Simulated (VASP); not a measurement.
A run of VASP 6.6.1:

File INCAR:

```
SYSTEM = RbBr
ALGO = Normal
EDIFF = 1E-6
ENCUT = 500
GGA = PE
GGA_COMPAT = .FALSE.
ISIF = 2
ISMEAR = 0
LASPH = .TRUE.
LCHARG = .FALSE.
LREAL = .FALSE.
LWAVE = .FALSE.
NBANDS = 15
NELM = 120
PREC = Accurate
SIGMA = 0.01
```

KPOINTS

```
k-points
0
G
  4 4 4
  0 0 0
```

The input POSCAR:

```
RbBr
1.0
    0.0000000000      3.8694966421      3.8694966421
    3.8694966421      0.0000000000      3.8694966421
    3.8694966421      3.8694966421      0.0000000000
Rb Br
1 1
Direct
    0.0000000000      0.0000000000      0.0000000000
    0.2500000000      0.2500000000      0.2500000000
```

Potentials or basis: VASP PAW PBE potentials, release 64 (Rb_sv, Br).

Run with:

```console
$ cat potpaw_PBE.64/Rb_sv/POTCAR potpaw_PBE.64/Br/POTCAR > POTCAR
$ mpirun -np 1 vasp_std > vasp.out
```

Hardware: 1 thread of Intel Xeon 8259CL (shared host).

Task: How long does it take, and how much memory?

Result: It took 23 s on 1 thread of Intel Xeon 8259CL, on a shared host, peak memory 0.24 GiB. Counts: scf iterations 13, k points 8.
